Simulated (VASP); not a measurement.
Input of a VASP 6.6.1 run:

File INCAR:

```
SYSTEM = Si
  ALGO = Normal
  EDIFF = 1E-6
  ENCUT = 520
  ISIF = 2
  ISMEAR = 0
  LASPH = .True.
  LCHARG = .False.
  LREAL = .False.
  LWAVE = .False.
  NBANDS = 16
  NELM = 80
  PREC = Accurate
  SIGMA = 0.03
```

The input KPOINTS:

```
k-points
0
Gamma
  12 12 6
  0 0 0
```

Contents of POSCAR:

```
Si
1.0
    3.6607427577      0.0000000000      0.0000000000
   -1.8303713789      3.1702962248      0.0000000000
    0.0000000000      0.0000000000      6.7822581071
Si
4
Direct
    0.3333333333      0.6666666667      0.0821179099
    0.6666666667      0.3333333333      0.5821179099
    0.3333333333      0.6666666667      0.4178820901
    0.6666666667      0.3333333333      0.9178820901
```

Potentials or basis: VASP PAW LDA potentials, release 64 (Si).

Command:

```bash
$ cat potpaw_LDA.64/Si/POTCAR > POTCAR
$ mpirun -np 1 vasp_std > vasp.out
```

Problem. Estimate the pressure.

Solution. -1.9 GPa.

Problem. What does it give for the band gap on the k mesh?

Solution. Zero (bands 8 and 9 overlap by 1.11 eV).

Stress tensor (GPa, compression positive):
```
 1.17  0.00  0.00
 0.00  1.17  0.00
 0.00  0.00 -8.12
```

Caveat: forces of over 1 eV/Å act on the atoms, so gaps and moduli don't describe the material at rest.
